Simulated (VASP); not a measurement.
# PtSe2 (P-3m1) in VASP: a series of runs

The runs below take PtSe2 through single point, relaxation of shape and atoms at fixed volume, with PBEsol+D3(BJ).

Everything below comes from runs of VASP 6.6.1. Logs are shortened: lines on timing, memory, paths and dates and some standing lists are left out, and cuts for length are marked.

### 1 The cell of the first run

The structure is trigonal, space group P-3m1 (No. 164). Conventional cell: a = 3.703 Å, b = 3.703 Å, c = 4.443 Å, α = 90.00°, β = 90.00°, γ = 120.00°. Pt (site symmetry -3m) has 6 Se at 2.48 Å within 3.3 Å. Se (site symmetry 3m) has 3 Pt at 2.48 Å and 6 Se at 2.89 to 3.29 Å within 3.3 Å.

### 2 Single point, PBEsol+D3(BJ) (17.59 Å³/atom)

INCAR

```
SYSTEM = PtSe2
PREC = Accurate
ENCUT = 520
EDIFF = 1E-6
ISMEAR = 0
SIGMA = 0.1
LREAL = .False.
LASPH = .True.
NELM = 100
ALGO = Normal
ISIF = 2
LWAVE = .False.
LCHARG = .True.
GGA = PS
IVDW = 12
LELF = .True.
LVHAR = .True.
NBANDS = 18
```

KPOINTS

```
Automatic mesh
0
Gamma
  12 12 8
  0 0 0
```

POSCAR

```
PtSe2
1.0
    3.7029475484      0.0000000000      0.0000000000
   -1.8514737742      3.2068466458      0.0000000000
    0.0000000000      0.0000000000      4.4431688356
Pt Se
1 2
Direct
    0.0000000000      0.0000000000      0.0000000000
    0.3333333333      0.6666666667      0.2810858571
    0.6666666667      0.3333333333      0.7189141429
```

Potentials or basis: VASP PAW PBE potentials, release 64 (Pt, Se).

Launch:

```sh
$ cat potpaw_PBE.64/Pt/POTCAR potpaw_PBE.64/Se/POTCAR > POTCAR
$ mpirun -np 1 vasp_std > vasp.out
```

OUTCAR:

```text
SYSTEM = PtSe2
   PREC = Accurate
   ENCUT = 520
   EDIFF = 1E-6
   ISMEAR = 0
   LREAL = .False.
   LASPH = .True.
   NELM = 100
   ISIF = 2
   GGA = PS
   IVDW = 12
 IVDW          = 12

 ion  position               nearest neighbor table
   1  0.000  0.000  0.000-   2 2.48   3 2.48   3 2.48   2 2.48   3 2.48   2 2.48
   2  0.333  0.667  0.281-   1 2.48   1 2.48   1 2.48
   3  0.667  0.333  0.719-   1 2.48   1 2.48   1 2.48

  LATTYP: Found a hexagonal cell.
 ALAT       =     3.7029475484
 C/A-ratio  =     1.1999005596

  Lattice vectors:

 A1 = (   3.7029475484,   0.0000000000,   0.0000000000)
 A2 = (  -1.8514737742,   3.2068466458,   0.0000000000)
 A3 = (   0.0000000000,   0.0000000000,   4.4431688356)

Analysis of symmetry for initial positions (statically):
=====================================================================
 Subroutine PRICEL returns:
 Original cell was already a primitive cell.

 Routine SETGRP: Setting up the symmetry group for a
 hexagonal supercell.

 Subroutine GETGRP returns: Found 12 space group operations
 (whereof 12 operations were pure point group operations)
 out of a pool of 24 trial point group operations.

The static configuration has the point symmetry D_3d.

Analysis of symmetry for dynamics (positions and initial velocities):
=====================================================================
 Subroutine PRICEL returns:
 Original cell was already a primitive cell.

 Routine SETGRP: Setting up the symmetry group for a
 hexagonal supercell.

 Subroutine GETGRP returns: Found 12 space group operations
 (whereof 12 operations were pure point group operations)
 out of a pool of 24 trial point group operations.

The dynamic configuration has the point symmetry D_3d.

 Subroutine INISYM returns: Found 12 space group operations
 (whereof 12 operations are pure point group operations),
 and found     1 'primitive' translations

----------------------------------------------------------------------------------------

                                     Primitive cell

  volume of cell :      52.7617

  direct lattice vectors                    reciprocal lattice vectors
     3.702947548  0.000000000  0.000000000     0.270055135  0.155916405  0.000000000
    -1.851473774  3.206846646  0.000000000     0.000000000  0.311832810  0.000000000
     0.000000000  0.000000000  4.443168836     0.000000000  0.000000000  0.225064596

  length of vectors
     3.702947548  3.702947548  4.443168836     0.311832810  0.311832810  0.225064596

  position of ions in fractional coordinates (direct lattice)
     0.000000000  0.000000000  0.000000000
     0.333333333  0.666666667  0.281085857
     0.666666667  0.333333333  0.718914143

  ion indices of the primitive-cell ions
   primitive index   ion index
                 1           1
                 2           2
                 3           3

----------------------------------------------------------------------------------------

 KPOINTS: Automatic mesh

Automatic generation of k-mesh.
 Grid dimensions read from file:
 generate k-points for:   12   12    8

 Generating k-lattice:

  Cartesian coordinates                     Fractional coordinates (reciprocal lattice)
     0.022504595  0.012993034  0.000000000     0.083333333  0.000000000  0.000000000
     0.000000000  0.025986067  0.000000000     0.000000000  0.083333333  0.000000000
     0.000000000  0.000000000  0.028133075     0.000000000  0.000000000  0.125000000

  Length of vectors
     0.025986067  0.025986067  0.028133075

  Shift w.r.t. Gamma in fractional coordinates (k-lattice)
     0.000000000  0.000000000  0.000000000

 Subroutine IBZKPT returns following result:
 ===========================================

 Found    131 irreducible k-points:

 Following reciprocal coordinates:
            Coordinates               Weight
  0.000000  0.000000  0.000000      1.000000
  0.083333  0.000000  0.000000      6.000000
  0.166667 -0.000000  0.000000      6.000000
  0.250000 -0.000000  0.000000      6.000000
  0.333333 -0.000000  0.000000      6.000000
  0.416667 -0.000000  0.000000      6.000000
[... 16 lines left out ...]
  0.166667 -0.000000  0.125000      6.000000
  0.000000  0.166667  0.125000      6.000000
 [... further k-points ...]
   k-points           NKPTS =    131   k-points in BZ     NKDIM =    131   number of bands    NBANDS=     18
   number of dos      NEDOS =    301   number of ions     NIONS =      3
   total plane-waves  NPLWV =  28224
   dimension x,y,z NGX =    28 NGY =   28 NGZ =   36
   dimension x,y,z NGXF=    56 NGYF=   56 NGZF=   72
   ions per type =               1   2
   NGX,Y,Z   is equivalent  to a cutoff of  12.57, 12.57, 13.47 a.u.
   NGXF,Y,Z  is equivalent  to a cutoff of  25.14, 25.14, 26.94 a.u.
 SYSTEM =  PtSe2
   PREC   = accura    normal or accurate (medium, high low for compatibility)
   ISTART =      0    job   : 0-new  1-cont  2-samecut
   ICHARG =      2    charge: 1-file 2-atom 10-const
[... 98 lines left out ...]
  band No.  band energies     occupation
      1      -7.7707      2.00000
      2      -4.8341      2.00000
      3       1.1818      2.00000
      4       1.7855      2.00000
      5       1.9786      2.00000
      6       2.8751      2.00000
[... 10 lines left out ...]
     17      16.3895      0.00000
     18      16.8987      0.00000

 k-point     5 :       0.3333   -0.0000    0.0000
  band No.  band energies     occupation
      1      -7.2754      2.00000
      2      -5.1928      2.00000
      3       1.2940      2.00000
      4       1.7742      2.00000
      5       2.0424      2.00000
      6       3.1158      2.00000
[... 10 lines left out ...]
     17      15.8348      0.00000
     18      16.8516      0.00000

 k-point     6 :       0.4167   -0.0000    0.0000
  band No.  band energies     occupation
      1      -6.7413      2.00000
      2      -5.5885      2.00000
      3       0.6220      2.00000
      4       2.2415      2.00000
      5       2.3276      2.00000
      6       3.6093      2.00000
[... 10 lines left out ...]
     17      15.3703      0.00000
     18      18.0965      0.00000

 k-point     7 :       0.5000   -0.0000    0.0000
  band No.  band energies     occupation
      1      -6.3825      2.00000
      2      -5.8875      2.00000
      3       0.3669      2.00000
      4       2.3134      2.00000
      5       2.6096      2.00000
      6       3.6598      2.00000
[... 10 lines left out ...]
     17      15.3121      0.00000
     18      19.3632      0.00000

 k-point     8 :       0.0833    0.0833    0.0000
  band No.  band energies     occupation
      1      -8.2424      2.00000
      2      -4.4553      2.00000
      3       0.6243      2.00000
      4       1.5047      2.00000
      5       1.6720      2.00000
      6       3.8008      2.00000
[... 10 lines left out ...]
     17      16.0083      0.00000
     18      17.7319      0.00000
[... 229 lines left out ...]
     17      16.2472      0.00000
     18      19.5258      0.00000

 k-point    20 :       0.0000    0.0000    0.1250
  band No.  band energies     occupation
      1      -8.3914      2.00000
      2      -4.5537      2.00000
      3       0.7048      2.00000
      4       1.3681      2.00000
      5       1.3681      2.00000
      6       4.0542      2.00000
[... 10 lines left out ...]
     17      15.2718      0.00000
     18      19.4197      0.00000

 k-point    21 :       0.0833    0.0000    0.1250
  band No.  band energies     occupation
      1      -8.3078      2.00000
      2      -4.6094      2.00000
      3       0.6908      2.00000
      4       1.4640      2.00000
      5       1.5296      2.00000
      6       3.9408      2.00000
[... 10 lines left out ...]
     17      15.4041      0.00000
     18      18.2042      0.00000

 k-point    22 :       0.0000    0.0833    0.1250
  band No.  band energies     occupation
      1      -8.3091      2.00000
      2      -4.6012      2.00000
      3       0.6658      2.00000
      4       1.3797      2.00000
      5       1.6222      2.00000
      6       3.8652      2.00000
[... 10 lines left out ...]
     17      15.8896      0.00000
     18      17.9929      0.00000

 k-point    23 :       0.1667   -0.0000    0.1250
  band No.  band energies     occupation
      1      -8.0607      2.00000
      2      -4.7799      2.00000
      3       0.8147      2.00000
      4       1.6632      2.00000
      5       1.9163      2.00000
      6       3.6989      2.00000
[... 10 lines left out ...]
     17      15.2787      0.00000
     18      16.7298      0.00000

 k-point    24 :       0.0000    0.1667    0.1250
  band No.  band energies     occupation
      1      -8.0712      2.00000
      2      -4.7246      2.00000
      3       0.6611      2.00000
      4       1.4848      2.00000
      5       2.1338      2.00000
      6       3.1899      2.00000
[... 10 lines left out ...]
     17      16.8229      0.00000
     18      17.1405      0.00000

 [... further k-points ...]

------------------------ aborting loop because EDIFF is reached ----------------------------------------

 Edisp (eV)   -1.48281

 E8    (eV) :    -0.9653

  FORCE on cell =-STRESS in cart. coord.  units (eV):
  Direction    XX          YY          ZZ          XY          YZ          ZX
  --------------------------------------------------------------------------------------
  -------------------------------------------------------------------------------------
  Total       2.18620     2.18620     2.19135     0.00000     0.00000     0.00000
  in kB      66.38685    66.38685    66.54324     0.00000     0.00000     0.00000
  external pressure =       66.44 kB  Pullay stress =        0.00 kB

 VOLUME and BASIS-vectors are now :
 -----------------------------------------------------------------------------
  energy-cutoff  :      520.00
  volume of cell :       52.76
      direct lattice vectors                 reciprocal lattice vectors
     3.702947548  0.000000000  0.000000000     0.270055135  0.155916405  0.000000000
    -1.851473774  3.206846646  0.000000000     0.000000000  0.311832810  0.000000000
     0.000000000  0.000000000  4.443168836     0.000000000  0.000000000  0.225064596

 POSITION                                       TOTAL-FORCE (eV/Angst)
 -----------------------------------------------------------------------------------
      0.00000      0.00000      0.00000         0.000000      0.000000      0.000000
     -0.00000      2.13790      1.24891        -0.000000      0.000000      0.013250
      1.85147      1.06895      3.19426        -0.000000     -0.000000     -0.013250
 -----------------------------------------------------------------------------------
    total drift:                               -0.000000      0.000000      0.000000

  FREE ENERGIE OF THE ION-ELECTRON SYSTEM (eV)
  ---------------------------------------------------
  free  energy   TOTEN  =       -17.1942971456 eV

  energy  without entropy=      -17.1900466852  energy(sigma->0) =      -17.19217192
```

It took 2.2 min on 1 thread of Intel Xeon Platinum 8259CL at 2.50GHz (Skylake/Cascade Lake), shared host; peak memory 0.27 GiB.

Results:

- Free energy: -17.1943 eV
- Pressure: 6.6 GPa
- Largest force: 0.013 eV/Å
- Band gap on the k mesh: zero (bands 11 and 12 overlap by 0.69 eV)
- Dispersion energy per atom: -0.494 eV

Forces on the atoms (eV/Å):
```
Pt   0.000  0.000  0.000
Se   0.000  0.000  0.013
Se   0.000  0.000 -0.013
```

Caveat: the cell stands under pressure; the PAW data sets were made with another functional, which shifts forces and pressure a little; spin-orbit coupling is left out, which moves the levels of the heavy elements.

### 3 Single point, PBEsol+D3(BJ) (18.15 Å³/atom)

This run uses another cell than the first one, of 18.15 Å³/atom.

INCAR

```
ALGO     = Normal         # electronic algorithm
EDIFF    = 1E-7           # SCF threshold, eV
ENCUT    = 520            # plane-wave cutoff, eV
GGA      = PS             # functional
ISIF     = 2              # what is computed and relaxed
ISMEAR   = 0              # smearing method
IVDW     = 12             # dispersion correction
LASPH    = T              # aspherical terms in the spheres
LCHARG   = T              # write CHGCAR
LELF     = T              # ELF
LREAL    = F              # projectors in reciprocal space
LVHAR    = T            
LWAVE    = F              # write WAVECAR
NBANDS   = 18             # bands
NELM     = 100            # most SCF steps
PREC     = Accurate       # precision mode
SIGMA    = 0.1            # smearing width, eV
```

KPOINTS

```
k-points
0
Gamma
  12 12 8
```

POSCAR

```
PtSe2
1.0
    3.7225613337      0.0000000000      0.0000000000
   -1.8612806669      3.2238326821      0.0000000000
    0.0000000000      0.0000000000      4.5367839064
Pt Se
1 2
Direct
    0.0000000000      0.0000000000      0.0000000000
    0.3333333333      0.6666666667      0.2766082794
    0.6666666667      0.3333333333      0.7233917206
```

Potentials or basis: VASP PAW PBE potentials, release 64 (Pt, Se).

Launch:

```sh
$ cat potpaw_PBE.64/Pt/POTCAR potpaw_PBE.64/Se/POTCAR > POTCAR
$ mpirun -np 1 vasp_std > vasp.out
```

Run time: 2.2 min. Hardware: 1 thread of Intel Xeon Platinum 8259CL at 2.50GHz (Skylake/Cascade Lake), shared host; peak memory 0.28 GiB.

The run converged. Its results:

```yaml
Free_energy: -17.2439 eV
Pressure: 3.0 GPa
Largest_force: 0.016 eV/Å
Band_gap_on_the_k_mesh: zero (bands 11 and 12 overlap by 0.85 eV)
Dispersion_energy_per_atom: -0.479 eV
```

Forces in eV/Å, atoms in the order of the input:
```
Pt   0.000  0.000  0.000
Se   0.000  0.000  0.016
Se   0.000  0.000 -0.016
```

Levels at points of the mesh, in eV from the Fermi level:
| k point | band 7 | band 8 | band 9 | band 10 | band 11 | band 12 | band 13 | band 14 | band 15 | band 16 |
| --- | --- | --- | --- | --- | --- | --- | --- | --- | --- | --- |
| (0.00, 0.00, 0.00) | -4.03 | -2.57 | -1.07 | -1.07 | 0.78 | 0.78 | 1.01 | 2.89 | 4.45 | 7.14 |
| (0.50, 0.00, 0.00) | -4.30 | -3.61 | -3.52 | -3.45 | -3.11 | 0.44 | 2.94 | 5.35 | 6.35 | 7.04 |
| (0.00, 0.00, 0.50) | -4.13 | -3.06 | -2.12 | -2.12 | -1.74 | 2.62 | 2.62 | 5.06 | 6.34 | 6.34 |
| (0.50, 0.00, 0.50) | -3.56 | -3.53 | -3.23 | -2.65 | -1.07 | 0.31 | 1.65 | 4.89 | 5.58 | 8.19 |

Caveat: the PAW data sets were made with another functional, which shifts forces and pressure a little; spin-orbit coupling is left out, which moves the levels of the heavy elements.

### 4 Relaxation of shape and atoms at fixed volume, PBEsol+D3(BJ) (16.46 Å³/atom)

This run uses another cell than the first one, of 16.46 Å³/atom.

INCAR

```
SYSTEM = PtSe2
ALGO = Normal ; EDIFF = 1E-6
EDIFFG = -0.01 ; ENCUT = 600
GGA = PS ; IBRION = 2
ISIF = 4 ; ISMEAR = 0
IVDW = 12 ; LASPH = .TRUE.
LCHARG = .FALSE. ; LREAL = .FALSE.
LWAVE = .FALSE. ; NELM = 80
NSW = 50 ; PREC = Accurate
SIGMA = 0.1
```

KPOINTS

```
k-points
0
G
  12 12 8
  0 0 0
```

POSCAR

```
PtSe2
1.0
    3.6402897917      0.0000000000      0.0000000000
   -1.8201448958      3.1525834367      0.0000000000
    0.0000000000      0.0000000000      4.3039859011
Pt Se
1 2
Direct
    0.0000000000      0.0000000000      0.0000000000
    0.3333333333      0.6666666667      0.2854547073
    0.6666666667      0.3333333333      0.7145452927
```

Launch:

```sh
$ cat potpaw_PBE.64/Pt/POTCAR potpaw_PBE.64/Se/POTCAR > POTCAR
$ mpirun -np 1 vasp_std > vasp.out
```

Run time: 6.4 min. Hardware: 1 thread of Intel Xeon Platinum 8259CL at 2.50GHz (Skylake/Cascade Lake), shared host; peak memory 0.29 GiB.

It converged, with:

| Item | Value |
| --- | --- |
| Free energy | -16.9581 eV |
| Energy gained by relaxing | 3.3 meV/atom |
| Ionic steps | 5 |
| Pressure after relaxing | 16.6 GPa |
| Band gap on the k mesh | zero (bands 11 and 12 overlap by 0.70 eV) |
| Dispersion energy per atom | -0.529 eV |

Step by step:
| step | energy change (eV) | largest force (eV/Å) | pressure (GPa) | volume (Å³) |
| --- | --- | --- | --- | --- |
| 1 | 0.0000 | 0.3951 | 18.43 | 49.39 |
| 2 | -0.0098 | 0.0053 | 16.70 | 49.39 |
| 3 | -0.0098 | 0.0160 | 16.61 | 49.39 |
| 4 | -0.0099 | 0.0088 | 16.61 | 49.39 |
| 5 | -0.0100 | 0.0004 | 16.59 | 49.39 |

Final structure:
```
Pt Se
1.0
     3.65685    0.00000    0.00000
    -1.82843    3.16693    0.00000
     0.00000    0.00000    4.26509
Pt Se
1 2
Direct
  0.00000 0.00000 0.00000
  0.33333 0.66667 0.28978
  0.66667 0.33333 0.71022
```

Levels at points of the mesh, in eV from the Fermi level:
```csv
k point,band 7,band 8,band 9,band 10,band 11,band 12,band 13,band 14,band 15
"(0.00, 0.00, 0.00)",-4.29,-2.69,-1.13,-1.13,0.39,0.39,0.87,2.92,5.05
"(0.50, 0.00, 0.00)",-4.78,-3.74,-3.66,-3.36,-3.35,0.51,3.55,5.77,6.75
"(0.00, 0.00, 0.50)",-4.47,-3.12,-2.66,-2.66,-1.82,3.01,3.01,5.31,6.25
"(0.50, 0.00, 0.50)",-3.79,-3.71,-3.38,-2.61,-1.17,-0.02,1.99,5.19,6.53
```

Caveat: the PAW data sets were made with another functional, which shifts forces and pressure a little; spin-orbit coupling is left out, which moves the levels of the heavy elements.

### 5 Overview

```csv
task,cell,cutoff (eV),gap on the mesh (eV),pressure (GPa),largest force (eV/Å)
single point,"a = 3.703, b = 3.703, c = 4.443 Å, angles 90.0, 90.0, 120.0°, 3 atoms, atomic positions A",520,none,6.6,0.01
single point,"a = 3.723, b = 3.723, c = 4.537 Å, angles 90.0, 90.0, 120.0°, 3 atoms, atomic positions B",520,none,3.0,0.02
relaxation of shape and atoms at fixed volume,"relaxed from a = 3.640, b = 3.640, c = 4.304 Å, angles 90.0, 90.0, 120.0°, 3 atoms, atomic positions C",600,none,16.6,-
```

Alike in all rows: level PBEsol+D3(BJ); potentials or basis VASP PAW PBE potentials, release 64 (Pt, Se); no spin polarisation; k mesh 12 × 12 × 8; smearing gaussian 0.1 eV.

Caveats: the PAW data sets were made with another functional, which shifts forces and pressure a little; spin-orbit coupling is left out, which moves the levels of the heavy elements; the cell stands under pressure (at least some runs).

Total energies depend on the potentials used, so only differences within one code and one set of settings carry meaning.
